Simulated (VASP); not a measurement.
# AlNiC4N4 (P-43m) in VASP: single point with PBE

Aim: the single point of AlNiC4N4 with PBE.

Everything below comes from runs of VASP 6.6.1. Logs are shortened: lines on timing, memory, paths and dates and some standing lists are left out, and cuts for length are marked.

## (1) The cell of the first run

Symmetry: P-43m, No. 215, cubic system. The conventional cell has a = 5.665 Å, b = 5.665 Å, c = 5.665 Å, α = 90.00°, β = 90.00°, γ = 90.00°. Al (site symmetry -43m) has 4 N at 1.84 Å within 2.4 Å. Ni (site symmetry -43m) has 4 C at 1.88 Å within 2.5 Å. C (site symmetry 3m) has 1 N at 1.18 Å within 1.6 Å. N (site symmetry 3m) has 1 C at 1.18 Å within 1.6 Å.

## (2) Single point, PBE, collinear spin, ferromagnetic start

File INCAR:

```
PREC = Accurate ; ENCUT = 700
EDIFF = 1E-6 ; ISMEAR = 0
SIGMA = 0.1 ; LREAL = F
LASPH = T ; NELM = 200
ALGO = Normal ; ISIF = 2
LWAVE = F ; LCHARG = F
ISPIN = 2 ; MAGMOM = 0 2 0 0 0 0 0 0 0 0
LORBIT = 11 ; LMAXMIX = 4
GGA = PE ; NBANDS = 44
GGA_COMPAT = F
```

File KPOINTS:

```
regular mesh
0
Gamma
  4 4 4
```

File POSCAR:

```
AlNiC4N4
1.0
    5.6646769812      0.0000000000      0.0000000000
    0.0000000000      5.6646769812      0.0000000000
    0.0000000000      0.0000000000      5.6646769812
Al Ni C N
1 1 4 4
Direct
    0.5000000000      0.5000000000      0.5000000000
    0.0000000000      0.0000000000      0.0000000000
    0.1920461924      0.1920461924      0.1920461924
    0.1920461924      0.8079538076      0.8079538076
    0.8079538076      0.1920461924      0.8079538076
    0.8079538076      0.8079538076      0.1920461924
    0.3120750603      0.3120750603      0.3120750603
    0.3120750603      0.6879249397      0.6879249397
    0.6879249397      0.3120750603      0.6879249397
    0.6879249397      0.6879249397      0.3120750603
```

Potentials or basis: VASP PAW PBE potentials, release 64 (Al, Ni_sv_GW, C, N).

Run with:

```bash
> cat potpaw_PBE.64/Al/POTCAR potpaw_PBE.64/Ni_sv_GW/POTCAR potpaw_PBE.64/C/POTCAR potpaw_PBE.64/N/POTCAR > POTCAR
> mpirun -np 1 vasp_std > vasp.out
```

OUTCAR:

```text
PREC = Accurate
   ENCUT = 700
   EDIFF = 1E-6
   ISMEAR = 0
   LREAL = F
   LASPH = T
   NELM = 200
   ISIF = 2
   ISPIN = 2
   LORBIT = 11
   GGA = PE

 ion  position               nearest neighbor table
   1  0.500  0.500  0.500-   7 1.84   8 1.84   9 1.84  10 1.84
   2  0.000  0.000  0.000-   3 1.88   4 1.88   5 1.88   6 1.88
   3  0.192  0.192  0.192-   7 1.18   2 1.88
   4  0.192  0.808  0.808-   8 1.18   2 1.88
   5  0.808  0.192  0.808-   9 1.18   2 1.88
   6  0.808  0.808  0.192-  10 1.18   2 1.88
   7  0.312  0.312  0.312-   3 1.18   1 1.84
   8  0.312  0.688  0.688-   4 1.18   1 1.84
   9  0.688  0.312  0.688-   5 1.18   1 1.84
  10  0.688  0.688  0.312-   6 1.18   1 1.84

  LATTYP: Found a simple cubic cell.
 ALAT       =     5.6646769812

  Lattice vectors:

 A1 = (   5.6646769812,   0.0000000000,   0.0000000000)
 A2 = (   0.0000000000,   5.6646769812,   0.0000000000)
 A3 = (   0.0000000000,   0.0000000000,   5.6646769812)

Analysis of symmetry for initial positions (statically):
=====================================================================
 Subroutine PRICEL returns:
 Original cell was already a primitive cell.

 Routine SETGRP: Setting up the symmetry group for a
 simple cubic supercell.

 Subroutine GETGRP returns: Found 24 space group operations
 (whereof 24 operations were pure point group operations)
 out of a pool of 48 trial point group operations.

The static configuration has the point symmetry T_d .

Analysis of symmetry for dynamics (positions and initial velocities):
=====================================================================
 Subroutine PRICEL returns:
 Original cell was already a primitive cell.

 Routine SETGRP: Setting up the symmetry group for a
 simple cubic supercell.

 Subroutine GETGRP returns: Found 24 space group operations
 (whereof 24 operations were pure point group operations)
 out of a pool of 48 trial point group operations.

The dynamic configuration has the point symmetry T_d .

Analysis of structural, dynamic, and magnetic symmetry:
=====================================================================
 Subroutine PRICEL returns:
 Original cell was already a primitive cell.

 Routine SETGRP: Setting up the symmetry group for a
 simple cubic supercell.

 Subroutine GETGRP returns: Found 24 space group operations
 (whereof 24 operations were pure point group operations)
 out of a pool of 48 trial point group operations.

The overall configuration has the point symmetry T_d .

 Subroutine INISYM returns: Found 24 space group operations
 (whereof 24 operations are pure point group operations),
 and found     1 'primitive' translations

----------------------------------------------------------------------------------------

                                     Primitive cell

  volume of cell :     181.7714

  direct lattice vectors                    reciprocal lattice vectors
     5.664676981  0.000000000  0.000000000     0.176532573  0.000000000  0.000000000
     0.000000000  5.664676981  0.000000000     0.000000000  0.176532573  0.000000000
     0.000000000  0.000000000  5.664676981     0.000000000  0.000000000  0.176532573

  length of vectors
     5.664676981  5.664676981  5.664676981     0.176532573  0.176532573  0.176532573

  position of ions in fractional coordinates (direct lattice)
     0.500000000  0.500000000  0.500000000
     0.000000000  0.000000000  0.000000000
     0.192046192  0.192046192  0.192046192
     0.192046192  0.807953808  0.807953808
     0.807953808  0.192046192  0.807953808
     0.807953808  0.807953808  0.192046192
     0.312075060  0.312075060  0.312075060
     0.312075060  0.687924940  0.687924940
     0.687924940  0.312075060  0.687924940
     0.687924940  0.687924940  0.312075060

  ion indices of the primitive-cell ions
   primitive index   ion index
                 1           1
                 2           2
                 3           3
[... 56 lines left out ...]
   ISTART =      0    job   : 0-new  1-cont  2-samecut
   ICHARG =      2    charge: 1-file 2-atom 10-const
   ISPIN  =      2    spin polarized calculation?
   LNONCOLLINEAR =      F non collinear calculations
   LSORBIT =      F    spin-orbit coupling
   LASPH  =      T    aspherical Exc in radial PAW
   ENCUT  =  700.0 eV  51.45 Ry    7.17 a.u.  12.22 12.22 12.22*2*pi/ulx,y,z
   NELM   =    200;   NELMIN=  2; NELMDL= -5     # of ELM steps
   EDIFF  = 0.1E-05   stopping-criterion for ELM
   LREAL  =      F    real-space projection
   EDIFFG = 0.1E-04   stopping-criterion for IOM
   NSW    =      0    number of steps for IOM
   IBRION =     -1    ionic relax: 0-MD 1-quasi-New 2-CG
   NFREE  =      0    steps in history (QN), initial steepest desc. (CG)
   ISIF   =      2    stress and relaxation
   ISYM   =      2    0-nonsym 1-usesym 2-fastsym
   POTIM  = 0.5000    time-step for ionic-motion
   TEBEG  =    0.0;   TEEND  =   0.0 temperature during run
   PSTRESS=    0.0 pullay stress
   NELECT =      57.0000    total number of electrons
   NUPDOWN=      -1.0000    fix difference up-down
   EMIN   =  10.00;   EMAX   =-10.00  energy-range for DOS
   EFERMI =   0.00;   METHOD = LEGACY
   ISMEAR =     0;   SIGMA  =   0.10  broadening in eV -4-tet -1-fermi 0-gaus
   EFERMI_NEDOS =   21; number of points for ismear=-14 and -15
   IALGO  =     38    algorithm
   IMIX   =      4    mixing-type and parameters
     AMIX     =   0.40;   BMIX     =  1.00
     AMIX_MAG =   1.60;   BMIX_MAG =  1.00
  volume/ion in A,a.u.               =      18.18       122.67
  Fermi-wavevector in a.u.,A,eV,Ry     =   1.112222  2.101794 16.830907  1.237037
  Thomas-Fermi vector in A             =   2.248793
   LORBIT       =     11    0 simple, 1 ext, 2 COOP (PROOUT), +10 PAW based schemes
   GGA     = PE    functional components
   LHFCALC =     F    Hartree Fock is set to
   AEXX    =    0.0000 exact exchange contribution
   IVDW    =     0    specifies the selected vdW correction
   LEPSILON=     F    determine dielectric tensor
   LRPA    =     F    only Hartree local field effects (RPA)
 spin polarized calculation
 Gauss-broadening in eV      SIGMA  =   0.10
  energy-cutoff  :      700.00
  volume of cell :      181.77
 maximum number of plane-waves:      7689
 NGX is ok and might be reduce to    50
   NGX = 25   NGY = 25   NGZ = 25

 number of electron      57.0000031 magnetization       1.0000366

 Free energy of the ion-electron system (eV)
  ---------------------------------------------------
  ext. energy  EPLUGINS =         0.00000000
  ---------------------------------------------------
  free energy    TOTEN  =       -79.69664133 eV

  energy without entropy =      -79.63871281  energy(sigma->0) =      -79.66767707

 E-fermi :  -0.2873     XC(G=0):  -7.5386

 val. band max:       -0.2940160663   @ k =   0.5000   0.2500   0.0000
 cond. band min:      -0.2816617898   @ k =   0.5000   0.2500   0.2500
 fundamental gap:      0.0123542765
 Fermi energy:        -0.2872964343

 spin component 1

 k-point     1 :       0.0000    0.0000    0.0000
  band No.  band energies     occupation
      1    -103.9808      1.00000
      2     -64.3386      1.00000
      3     -64.3386      1.00000
      4     -64.3386      1.00000
      5     -18.3157      1.00000
      6     -18.0610      1.00000
[... 419 lines left out ...]
     39       7.1153      0.00000
     40       7.1153      0.00000
 Fermi energy:        -0.2872964343

 spin component 2

 k-point     1 :       0.0000    0.0000    0.0000
  band No.  band energies     occupation
      1    -103.0921      1.00000
      2     -63.4718      1.00000
      3     -63.4718      1.00000
      4     -63.4718      1.00000
      5     -18.2842      1.00000
      6     -18.0287      1.00000
[... 419 lines left out ...]
     39       7.1573      0.00000
     40       7.1573      0.00000
 [bands above 40 left out]

------------------------ aborting loop because EDIFF is reached ----------------------------------------

  FORCE on cell =-STRESS in cart. coord.  units (eV):
  Direction    XX          YY          ZZ          XY          YZ          ZX
  --------------------------------------------------------------------------------------
  -------------------------------------------------------------------------------------
  Total       -0.0799133     -0.0799133     -0.0799133      0.0000000      0.0000000     -0.0000000
  in kB       -0.7043754     -0.7043754     -0.7043754      0.0000000      0.0000000     -0.0000000
  external PRESSURE =      -0.7043754 kB  Pullay stress =       0.0000000 kB

 VOLUME and BASIS-vectors are now :
 -----------------------------------------------------------------------------
  energy-cutoff  :      700.00
  volume of cell :      181.77
      direct lattice vectors                 reciprocal lattice vectors
     5.664676981  0.000000000  0.000000000     0.176532573  0.000000000  0.000000000
     0.000000000  5.664676981  0.000000000     0.000000000  0.176532573  0.000000000
     0.000000000  0.000000000  5.664676981     0.000000000  0.000000000  0.176532573

 POSITION                                       TOTAL-FORCE (eV/Angst)
 -----------------------------------------------------------------------------------
      2.83234      2.83234      2.83234         0.000000      0.000000     -0.000000
      0.00000      0.00000      0.00000         0.000000      0.000000     -0.000000
      1.08788      1.08788      1.08788        -0.206091     -0.206091     -0.206091
      1.08788      4.57680      4.57680        -0.206091      0.206091      0.206091
      4.57680      1.08788      4.57680         0.206091     -0.206091      0.206091
      4.57680      4.57680      1.08788         0.206091      0.206091     -0.206091
      1.76780      1.76780      1.76780         0.206039      0.206039      0.206039
      1.76780      3.89687      3.89687         0.206039     -0.206039     -0.206039
      3.89687      1.76780      3.89687        -0.206039      0.206039     -0.206039
      3.89687      3.89687      1.76780        -0.206039     -0.206039      0.206039
 -----------------------------------------------------------------------------------
    total drift:                               -0.000000     -0.000000      0.000000

  FREE ENERGIE OF THE ION-ELECTRON SYSTEM (eV)
  ---------------------------------------------------
  free  energy   TOTEN  =       -79.6966413255 eV

  energy  without entropy=      -79.6387128117  energy(sigma->0) =      -79.66767707

 total charge

# of ion       s       p       d       f       tot
--------------------------------------------------
    1        0.334   0.422   0.000   0.000   0.756
    2        2.241   6.490   7.697   0.008  16.436
    3        0.962   1.572   0.000   0.000   2.534
    4        0.962   1.572   0.000   0.000   2.534
    5        0.962   1.572   0.000   0.000   2.534
    6        0.962   1.572   0.000   0.000   2.534
    7        1.284   2.667   0.000   0.000   3.951
    8        1.284   2.667   0.000   0.000   3.951
    9        1.284   2.667   0.000   0.000   3.951
   10        1.284   2.667   0.000   0.000   3.951
--------------------------------------------------
tot         11.559  23.869   7.697   0.008  43.133

 magnetization (x)

# of ion       s       p       d       f       tot
--------------------------------------------------
    1        0.000  -0.000   0.000   0.000   0.000
    2        0.003   0.039   0.713  -0.000   0.754
    3        0.007   0.005   0.000   0.000   0.012
    4        0.007   0.005   0.000   0.000   0.012
    5        0.007   0.005   0.000   0.000   0.012
    6        0.007   0.005   0.000   0.000   0.012
    7        0.001   0.017   0.000   0.000   0.018
    8        0.001   0.017   0.000   0.000   0.018
    9        0.001   0.017   0.000   0.000   0.018
   10        0.001   0.017   0.000   0.000   0.018
--------------------------------------------------
tot          0.037   0.126   0.713  -0.000   0.875
```

It took 8.3 min on 1 thread of Intel Xeon Platinum 8259CL at 2.50GHz (Skylake/Cascade Lake), shared host; peak memory 0.57 GiB.

Results:

| Property | Result |
| --- | --- |
| Free energy | -79.6966 eV |
| Pressure | -0.1 GPa |
| Largest force | 0.357 eV/Å |
| Band gap on the k mesh | zero (filled and empty bands overlap) |
| Net moment | 1.00 μB per cell |
| Site moments | Al +0.00; Ni +0.75; C +0.01; N +0.02 μB |
| Valence electrons inside the program's atomic spheres | Al 0.76; Ni 16.44; C 2.53; N 3.95 |

Forces on the atoms (eV/Å):
```
Al   0.000  0.000  0.000
Ni   0.000  0.000  0.000
C   -0.206 -0.206 -0.206
C   -0.206  0.206  0.206
C    0.206 -0.206  0.206
C    0.206  0.206 -0.206
N    0.206  0.206  0.206
N    0.206 -0.206 -0.206
N   -0.206  0.206 -0.206
N   -0.206 -0.206  0.206
```

Caveat: a cell with one magnetic atom can't hold antiferromagnetic order, which such compounds often take. With open d or f shells a metallic result of PBE can be an artefact of self-interaction; +U or a hybrid may open a gap.
